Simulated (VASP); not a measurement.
Write the native input for VASP 6.6.1 that does the following.

```
Task                   : single point
Functional             : PBE
Potentials or basis    : VASP PAW PBE potentials, release 64 (Ni)
Cutoff                 : 520 eV
k mesh                 : 17 × 17 × 17
Occupations            : fermi-dirac, width 0.05 eV
Spin                   : collinear spin, ferromagnetic start
Starting moments       : [1.0] μB
Dipole correction      : no
Further INCAR settings : ALGO = Normal; EDIFF = 1e-06; NBANDS = 15
```

The structure of Ni lies in POSCAR:

```
Ni
1.0
    2.3341517497      0.0000000000      0.0000000000
    0.0000000000      2.3341517497      0.0000000000
    0.0000000000      0.0000000000      2.3341517497
Ni
1
Direct
    0.0000000000      0.0000000000      0.0000000000
```

These files were run (other wordings do the same):

INCAR

```
PREC = Accurate
ENCUT = 520
EDIFF = 1E-6
ISMEAR = -1
SIGMA = 0.05
LREAL = F
LASPH = T
NELM = 150
ALGO = Normal
ISIF = 2
LWAVE = F
LCHARG = F
ISPIN = 2
MAGMOM = 1
LORBIT = 11
LMAXMIX = 4
GGA = PE
NBANDS = 15
```

KPOINTS

```
regular mesh
0
Gamma
  17 17 17
```

Potentials or basis: VASP PAW PBE potentials, release 64 (Ni).

Command:

```sh
$ cat potpaw_PBE.64/Ni/POTCAR > POTCAR
$ mpirun -np 1 vasp_std > vasp.out
```

Results of the run:

| Quantity | Value |
| --- | --- |
| Pressure | -1.1 GPa |
| Net moment | 0.51 μB per cell |
| Site moments | Ni +0.52 μB |
| Valence electrons inside the program's atomic spheres | Ni 9.24 |

Wall time 22 s on 1 thread of Intel(R) Xeon(R) 6975P-C (Granite Rapids), on a shared host, peak memory 0.15 GiB.
